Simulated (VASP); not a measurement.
## AlN: relaxation of cell and atoms with PBE

The system is AlN.

```
Al N
1.0
    -0.02427   -2.23823   -2.18290
    -2.24433   -0.03167   -2.17550
     2.20425    2.17595   -4.27925
Al N
2 2
Direct
  0.49523 0.46878 0.52339
  0.94382 0.01472 0.02840
  0.93406 0.84439 0.35547
  0.37689 0.42212 0.84274
```

```yaml
Program: VASP 6.6.1
Task: relaxation of cell and atoms
Functional: PBE
Potentials_or_basis: VASP PAW PBE potentials, release 64 (Al, N)
Cutoff: 600 eV
k_mesh: 6 × 6 × 6
Occupations: gaussian, width 0.1 eV
Spin: no spin polarisation
Dipole_correction: no
Further_INCAR_settings: ALGO = Normal; EDIFF = 1e-06; IBRION = 2; EDIFFG = -0.025; NSW = 80; ISIF = 3
```

```
Relaxed volume                         : 10.65 Å³/atom
Relaxed cell                           : a = 3.113 Å, b = 3.111 Å, c = 5.391 Å, α = 73.14°, β = 73.18°, γ = 59.99°
Space group after relaxing (to 0.05 Å) : F-43m (No. 216)
Energy gained by relaxing              : 447.4 meV/atom
Ionic steps                            : 23
Pressure after relaxing                : 0.0 GPa
Largest force after relaxing           : 0.014 eV/Å
Band gap on the k mesh                 : 3.30 eV, indirect (least direct gap 3.77 eV)
```

Forces on the atoms (eV/Å):
```
Al  -0.003  0.009 -0.002
Al   0.002  0.002  0.009
N   -0.001  0.000  0.002
N    0.003 -0.011 -0.009
```

Stress tensor (GPa, compression positive):
```
 0.10  0.07  0.09
 0.07 -0.03  0.02
 0.09  0.02 -0.09
```

The path:
```tsv
step	energy change (eV)	largest force (eV/Å)	pressure (GPa)	volume (Å³)
1	0.0000	8.5165	14.77	42.62
2	-0.0112	2.6633	8.48	48.35
3	-0.1981	2.6138	5.26	47.73
4	-0.4266	2.5380	1.85	47.07
5	-1.2465	2.1646	-5.48	44.89
6	-1.3881	2.0128	-3.06	43.77
7	-1.3991	2.0388	-4.48	44.09
8	-1.4017	2.0244	-4.13	43.99
9	-1.6796	0.8463	-0.72	42.80
10	-1.6863	0.8080	-1.66	42.96
11	-1.7431	0.4729	1.77	42.20
12	-1.7437	0.4181	1.41	42.27
13	-1.7652	0.2956	0.14	42.55
14	-1.7653	0.3149	0.04	42.57
15	-1.7762	0.2385	-0.48	42.69
16	-1.7784	0.3224	-0.80	42.77
17	-1.7863	0.1495	-0.09	42.62
18	-1.7874	0.1702	0.29	42.54
19	-1.7891	0.0671	0.08	42.58
20	-1.7891	0.0586	0.11	42.57
21	-1.7895	0.0266	-0.09	42.62
22	-1.7895	0.0281	-0.09	42.62
23	-1.7896	0.0138	-0.01	42.60
```

Final structure:
```
CELL_PARAMETERS angstrom
-0.00021 -2.20134 -2.20053
-2.19891 -0.00041 -2.20027
2.19656 2.19819 -4.40582
ATOMIC_POSITIONS crystal
Al 0.50042 0.49961 0.49996
Al 0.99966 0.00033 0.00001
N 0.87541 0.87471 0.37502
N 0.37450 0.37534 0.87501
```

Levels at points of the mesh, in eV from the valence-band top:
```tsv
k point	band 5	band 6	band 7	band 8	band 9	band 10	band 11	band 12
(0.00, 0.00, 0.00)	-0.48	-0.01	0.00	0.00	4.00	7.18	9.71	10.99
(0.50, 0.00, 0.00)	-2.31	-2.30	-1.18	-1.18	5.82	5.83	9.80	9.81
(0.00, 0.50, 0.00)	-2.30	-2.30	-1.19	-1.19	5.82	5.82	9.79	9.80
(0.50, 0.50, 0.00)	-1.75	-1.75	-0.49	-0.48	3.30	7.17	8.49	9.71
(0.00, 0.00, 0.50)	-0.26	-0.26	-0.26	-0.25	6.26	6.26	10.77	10.77
(0.50, 0.00, 0.50)	-1.75	-1.75	-0.49	-0.47	3.30	7.18	8.48	9.71
(0.00, 0.50, 0.50)	-1.76	-1.76	-0.49	-0.48	3.30	7.18	8.46	9.71
(0.50, 0.50, 0.50)	-2.31	-2.30	-1.18	-1.18	5.82	5.82	9.80	9.81
```

Wall time 13 min on 1 thread of Intel Xeon 6975P-C, on a shared host, peak memory 0.22 GiB.

A k mesh can miss the band edges.
